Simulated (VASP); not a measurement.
# TiAl (Pm-3m) in VASP: further runs, part 2 of 2

VASP 6.6.1. The steps go on from the part before.

### 4 Single point, PBE0

This run uses another cell than the first one, of 16.06 Å³/atom.

Input file POSCAR:

```
TiAl
1.0
    3.1790640000      0.0000000000      0.0000000000
    0.0000000000      3.1790640000      0.0000000000
    0.0000000000      0.0000000000      3.1790640000
Ti Al
1 1
Direct
    0.0000000000      0.0000000000      0.0000000000
    0.5000000000      0.5000000000      0.5000000000
```

Input file INCAR.step1:

```
ALGO     = Normal         # electronic algorithm
EDIFF    = 1E-5           # SCF threshold, eV
ENCUT    = 520            # plane-wave cutoff, eV
GGA      = PE             # functional
ISIF     = 2              # what is computed and relaxed
ISMEAR   = -1             # smearing method
LASPH    = T              # aspherical terms in the spheres
LCHARG   = F              # write CHGCAR
LREAL    = F              # projectors in reciprocal space
LWAVE    = T              # write WAVECAR
NBANDS   = 14             # bands
NELM     = 60             # most SCF steps
PREC     = Accurate       # precision mode
SIGMA    = 0.05           # smearing width, eV
```

Input file INCAR.step2:

```
AEXX     = 0.25           # exact-exchange fraction
ALGO     = Normal         # electronic algorithm
EDIFF    = 1E-6           # SCF threshold, eV
ENCUT    = 520            # plane-wave cutoff, eV
GGA      = PE             # functional
ISIF     = 2              # what is computed and relaxed
ISMEAR   = -1             # smearing method
ISTART   = 1            
LASPH    = T              # aspherical terms in the spheres
LCHARG   = F              # write CHGCAR
LHFCALC  = T              # exact exchange
LREAL    = F              # projectors in reciprocal space
LWAVE    = F              # write WAVECAR
NBANDS   = 14             # bands
NELM     = 60             # most SCF steps
PREC     = Accurate       # precision mode
PRECFOCK = Normal       
SIGMA    = 0.05           # smearing width, eV
```

Input file KPOINTS:

```
k-points
0
Gamma
  4 4 4
```

Potentials or basis: VASP PAW PBE potentials, release 64 (Ti_sv, Al).

Launch:

```console
> cat potpaw_PBE.64/Ti_sv/POTCAR potpaw_PBE.64/Al/POTCAR > POTCAR
> cp INCAR.step1 INCAR
> mpirun -np 1 vasp_std > vasp.out
> cp INCAR.step2 INCAR
> mpirun -np 1 vasp_std > vasp.out
```

OUTCAR:

```text
AEXX = 0.25
   EDIFF = 1E-6
   ENCUT = 520
   GGA = PE
   ISIF = 2
   ISMEAR = -1
   ISTART = 1
   LASPH = T
   LHFCALC = T
   LREAL = F
   NELM = 60
   PREC = Accurate
   PRECFOCK = Normal

 ion  position               nearest neighbor table
   1  0.000  0.000  0.000-   2 2.75   2 2.75   2 2.75   2 2.75   2 2.75   2 2.75   2 2.75   2 2.75

   2  0.500  0.500  0.500-   1 2.75   1 2.75   1 2.75   1 2.75   1 2.75   1 2.75   1 2.75   1 2.75

  LATTYP: Found a simple cubic cell.
 ALAT       =     3.1790640000

  Lattice vectors:

 A1 = (   3.1790640000,   0.0000000000,   0.0000000000)
 A2 = (   0.0000000000,   3.1790640000,   0.0000000000)
 A3 = (   0.0000000000,   0.0000000000,   3.1790640000)

Analysis of symmetry for initial positions (statically):
=====================================================================
 Subroutine PRICEL returns:
 Original cell was already a primitive cell.

 Routine SETGRP: Setting up the symmetry group for a
 simple cubic supercell.

 Subroutine GETGRP returns: Found 48 space group operations
 (whereof 48 operations were pure point group operations)
 out of a pool of 48 trial point group operations.

The static configuration has the point symmetry O_h .

Analysis of symmetry for dynamics (positions and initial velocities):
=====================================================================
 Subroutine PRICEL returns:
 Original cell was already a primitive cell.

 Routine SETGRP: Setting up the symmetry group for a
 simple cubic supercell.

 Subroutine GETGRP returns: Found 48 space group operations
 (whereof 48 operations were pure point group operations)
 out of a pool of 48 trial point group operations.

The dynamic configuration has the point symmetry O_h .

 Subroutine INISYM returns: Found 48 space group operations
 (whereof 48 operations are pure point group operations),
 and found     1 'primitive' translations

----------------------------------------------------------------------------------------

                                     Primitive cell

  volume of cell :      32.1290

  direct lattice vectors                    reciprocal lattice vectors
     3.179064000  0.000000000  0.000000000     0.314557996  0.000000000  0.000000000
     0.000000000  3.179064000  0.000000000     0.000000000  0.314557996  0.000000000
     0.000000000  0.000000000  3.179064000     0.000000000  0.000000000  0.314557996

  length of vectors
     3.179064000  3.179064000  3.179064000     0.314557996  0.314557996  0.314557996

  position of ions in fractional coordinates (direct lattice)
     0.000000000  0.000000000  0.000000000
     0.500000000  0.500000000  0.500000000

  ion indices of the primitive-cell ions
   primitive index   ion index
                 1           1
                 2           2

----------------------------------------------------------------------------------------

 KPOINTS: k-points

Automatic generation of k-mesh.
 Grid dimensions read from file:
 generate k-points for:    4    4    4

 Generating k-lattice:

  Cartesian coordinates                     Fractional coordinates (reciprocal lattice)
     0.078639499  0.000000000  0.000000000     0.250000000  0.000000000  0.000000000
[... 33 lines left out ...]
   NGXF,Y,Z  is equivalent  to a cutoff of  25.10, 25.10, 25.10 a.u.
 SYSTEM =  unknown system
   PREC   = accura    normal or accurate (medium, high low for compatibility)
   ISTART =      1    job   : 0-new  1-cont  2-samecut
   ICHARG =      0    charge: 1-file 2-atom 10-const
   ISPIN  =      1    spin polarized calculation?
   LNONCOLLINEAR =      F non collinear calculations
   LSORBIT =      F    spin-orbit coupling
   LASPH  =      T    aspherical Exc in radial PAW
   ENCUT  =  520.0 eV  38.22 Ry    6.18 a.u.   5.91  5.91  5.91*2*pi/ulx,y,z
   NELM   =     60;   NELMIN=  2; NELMDL=  0     # of ELM steps
   EDIFF  = 0.1E-05   stopping-criterion for ELM
   LREAL  =      F    real-space projection
   EDIFFG = 0.1E-04   stopping-criterion for IOM
   NSW    =      0    number of steps for IOM
   IBRION =     -1    ionic relax: 0-MD 1-quasi-New 2-CG
   NFREE  =      0    steps in history (QN), initial steepest desc. (CG)
   ISIF   =      2    stress and relaxation
   ISYM   =      3    0-nonsym 1-usesym 2-fastsym
   POTIM  = 0.5000    time-step for ionic-motion
   TEBEG  =    0.0;   TEEND  =   0.0 temperature during run
   PSTRESS=    0.0 pullay stress
   NELECT =      15.0000    total number of electrons
   NUPDOWN=      -1.0000    fix difference up-down
   EMIN   =  10.00;   EMAX   =-10.00  energy-range for DOS
   EFERMI =   0.00;   METHOD = LEGACY
   ISMEAR =    -1;   SIGMA  =   0.05  broadening in eV -4-tet -1-fermi 0-gaus
   EFERMI_NEDOS =   21; number of points for ismear=-14 and -15
   IALGO  =     38    algorithm
   IMIX   =      1    mixing-type and parameters
     AMIX     =   0.40;   BMIX     =  1.00
     AMIX_MAG =   1.60;   BMIX_MAG =  1.00
  volume/ion in A,a.u.               =      16.06       108.41
  Fermi-wavevector in a.u.,A,eV,Ry     =   1.270007  2.399964 21.945065  1.612917
  Thomas-Fermi vector in A             =   2.403017
   LORBIT       =      0    0 simple, 1 ext, 2 COOP (PROOUT), +10 PAW based schemes
   GGA     = PE    functional components
   LHFCALC =     T    Hartree Fock is set to
   PRECFOCK=normal    Normal, Fast or Accurate (Low or Medium for compatibility)
   ENCUT4O =  -1.0   cutoff for four orbital integrals eV
   NKREDX  =     1    reduce k-point grid by
   NKREDY  =     1    reduce k-point grid by
   NKREDZ  =     1    reduce k-point grid by
   AEXX    =    0.2500 exact exchange contribution
   HFSCREEN=    0.0000 screening length (either q_TF or 0.3 A-1)
   HFSCREENC=   0.0000 screening length for correlation (either q_TF or 0.3 A-1)
   ENCUTFOCK=  -1.0 apply spherical cutoff to Coloumb kernel
   IVDW    =     0    specifies the selected vdW correction
   LEPSILON=     F    determine dielectric tensor
   LRPA    =     F    only Hartree local field effects (RPA)
 non-spin polarized calculation
  energy-cutoff  :      520.00
  volume of cell :       32.13
 maximum number of plane-waves:       912
 NGX is ok and might be reduce to    24
  NGX = 18; NGY = 18; NGZ = 18

 number of electron      14.9999994 magnetization

 Free energy of the ion-electron system (eV)
  ---------------------------------------------------
  ext. energy  EPLUGINS =         0.00000000
  ---------------------------------------------------
  free energy    TOTEN  =       -15.55393196 eV

  energy without entropy =      -15.54329441  energy(sigma->0) =      -15.54861318

 E-fermi :   8.9249     XC(G=0):  -8.7324

 val. band max:        8.4160649905   @ k =   0.2500   0.2500   0.2500
 cond. band min:       8.9799833325   @ k =   0.5000   0.2500   0.2500
 fundamental gap:      0.5639183420
 Fermi energy:         8.9248867510

 k-point     1 :       0.0000    0.0000    0.0000
  band No.  band energies     occupation
      1     -53.6794      2.00000
      2     -28.1996      2.00000
      3     -28.1996      2.00000
      4     -28.1996      2.00000
      5      -2.3697      2.00000
      6       6.3912      2.00000
      7       6.3912      2.00000
      8      11.6985      0.00000
      9      11.6985      0.00000
     10      11.6985      0.00000
     11      14.0801      0.00000
     12      14.0801      0.00000
     13      14.0801      0.00000
     14      18.8771      0.00000
[... 139 lines left out ...]
      1     -53.6296      2.00000
      2     -28.3458      2.00000
      3     -28.3458      2.00000
      4     -28.3458      2.00000
      5       4.8031      2.00000
      6       4.8031      2.00000
      7       4.8031      2.00000
      8      10.1329      0.00000
      9      12.2515      0.00000
     10      12.2515      0.00000
     11      12.2515      0.00000
     12      12.3223      0.00000
     13      12.3223      0.00000
     14      16.6969      0.00000

------------------------ aborting loop because EDIFF is reached ----------------------------------------

  FORCE on cell =-STRESS in cart. coord.  units (eV):
  Direction    XX          YY          ZZ          XY          YZ          ZX
  --------------------------------------------------------------------------------------
  -------------------------------------------------------------------------------------
  Total       -0.2494969     -0.2494969     -0.2494969     -0.0000000     -0.0000000     -0.0000000
  in kB      -12.4416463    -12.4416463    -12.4416463     -0.0000000     -0.0000000     -0.0000000
  external PRESSURE =     -12.4416463 kB  Pullay stress =       0.0000000 kB

 VOLUME and BASIS-vectors are now :
 -----------------------------------------------------------------------------
  energy-cutoff  :      520.00
  volume of cell :       32.13
      direct lattice vectors                 reciprocal lattice vectors
     3.179064000  0.000000000  0.000000000     0.314557996  0.000000000  0.000000000
     0.000000000  3.179064000  0.000000000     0.000000000  0.314557996  0.000000000
     0.000000000  0.000000000  3.179064000     0.000000000  0.000000000  0.314557996

 POSITION                                       TOTAL-FORCE (eV/Angst)
 -----------------------------------------------------------------------------------
      0.00000      0.00000      0.00000         0.000000      0.000000      0.000000
      1.58953      1.58953      1.58953         0.000000      0.000000      0.000000
 -----------------------------------------------------------------------------------
    total drift:                               -0.000000     -0.000000     -0.000000

  FREE ENERGIE OF THE ION-ELECTRON SYSTEM (eV)
  ---------------------------------------------------
  free  energy   TOTEN  =       -15.5539319570 eV

  energy  without entropy=      -15.5432944078  energy(sigma->0) =      -15.54861318
```

It took 5.8 min on 1 thread of Intel Xeon 8259CL, shared host; peak memory 0.15 GiB.

Results:

- Free energy: -15.5539 eV
- Pressure: -1.2 GPa
- Band gap on the k mesh: zero (an odd number of electrons rules out a gap without spin polarisation)

Levels at points of the mesh, in eV from the Fermi level:
| k point | band 3 | band 4 | band 5 | band 6 | band 7 | band 8 | band 9 | band 10 | band 11 | band 12 |
| --- | --- | --- | --- | --- | --- | --- | --- | --- | --- | --- |
| (0.00, 0.00, 0.00) | -37.12 | -37.12 | -11.29 | -2.53 | -2.53 | 2.77 | 2.77 | 2.77 | 5.16 | 5.16 |
| (0.50, 0.00, 0.00) | -37.11 | -37.11 | -7.59 | -6.77 | -1.49 | 0.75 | 0.75 | 3.01 | 3.68 | 7.28 |
| (0.50, 0.50, 0.00) | -37.30 | -37.09 | -6.30 | -3.19 | -3.19 | -2.50 | 1.47 | 1.47 | 3.37 | 5.48 |
| (0.50, 0.50, 0.50) | -37.27 | -37.27 | -4.12 | -4.12 | -4.12 | 1.21 | 3.33 | 3.33 | 3.33 | 3.40 |

Caveat: the k points lie up to 0.49 Å⁻¹ apart, too coarse for converged energies and pressures of a metal; the PAW data sets were made with another functional, which shifts forces and pressure a little.

### 5 Single point, PBE0

This run uses another cell than the first one, of 16.39 Å³/atom.

Input file POSCAR:

```
TiAl
1.0
    3.2001180175      0.0000000000      0.0000000000
    0.0000000000      3.2001180175      0.0000000000
    0.0000000000      0.0000000000      3.2001180175
Ti Al
1 1
Direct
    0.0000000000      0.0000000000      0.0000000000
    0.5000000000      0.5000000000      0.5000000000
```

Input file INCAR.step1:

```
PREC = Accurate
ENCUT = 520
EDIFF = 1E-5
ISMEAR = -1
SIGMA = 0.05
LREAL = False
LASPH = True
NELM = 60
ALGO = Normal
ISIF = 2
LWAVE = True
LCHARG = False
NBANDS = 14
GGA = PE
```

Input file INCAR.step2:

```
PREC = Accurate
ENCUT = 520
EDIFF = 1E-6
ISMEAR = -1
SIGMA = 0.05
LREAL = False
LASPH = True
NELM = 60
ALGO = Normal
ISIF = 2
LWAVE = False
LCHARG = False
GGA = PE
LHFCALC = True
AEXX = 0.25
PRECFOCK = Normal
NBANDS = 14
ISTART = 1
```

Input file KPOINTS:

```
Automatic mesh
0
Gamma
  4 4 4
```

Launch:

```console
> cat potpaw_PBE.64/Ti_sv/POTCAR potpaw_PBE.64/Al/POTCAR > POTCAR
> cp INCAR.step1 INCAR
> mpirun -np 1 vasp_std > vasp.out
> cp INCAR.step2 INCAR
> mpirun -np 1 vasp_std > vasp.out
```

Run time: 4.9 min. Hardware: 1 thread of Intel Xeon 8259CL, shared host; peak memory 0.15 GiB.

Results (log left out):

| Item | Value |
| --- | --- |
| Free energy | -15.5448 eV |
| Pressure | -3.5 GPa |
| Band gap on the k mesh | zero (an odd number of electrons rules out a gap without spin polarisation) |

Levels at points of the mesh, in eV from the Fermi level:
```csv
k point,band 4,band 5,band 6,band 7,band 8,band 9,band 10,band 11
"(0.00, 0.00, 0.00)",-37.17,-11.19,-2.47,-2.47,2.73,2.73,2.73,5.06
"(0.50, 0.00, 0.00)",-37.15,-7.55,-6.69,-1.46,0.75,0.75,2.95,3.60
"(0.50, 0.50, 0.00)",-37.14,-6.23,-3.17,-3.17,-2.47,1.47,1.47,3.29
"(0.50, 0.50, 0.50)",-37.30,-4.04,-4.04,-4.04,1.09,3.27,3.27,3.27
```

Caveat: the k points lie up to 0.49 Å⁻¹ apart, too coarse for converged energies and pressures of a metal; the PAW data sets were made with another functional, which shifts forces and pressure a little.

### 6 The runs side by side

```tsv
cell	gap on the mesh (eV)	pressure (GPa)
a = 3.136 Å, 2 atoms	none	4.2
a = 3.158 Å, 2 atoms	none	1.4
a = 3.179 Å, 2 atoms	none	-1.2
a = 3.200 Å, 2 atoms	none	-3.5
```

Alike in all rows: task single point; level PBE0; potentials or basis VASP PAW PBE potentials, release 64 (Ti_sv, Al); no spin polarisation; k mesh 4 × 4 × 4; cutoff (eV) 520; smearing fermi-dirac 0.05 eV.

Caveats: all runs use coarse meshes; the PAW data sets were made with another functional, which shifts forces and pressure a little.

Absolute energies hang on the potentials; compare differences alone.
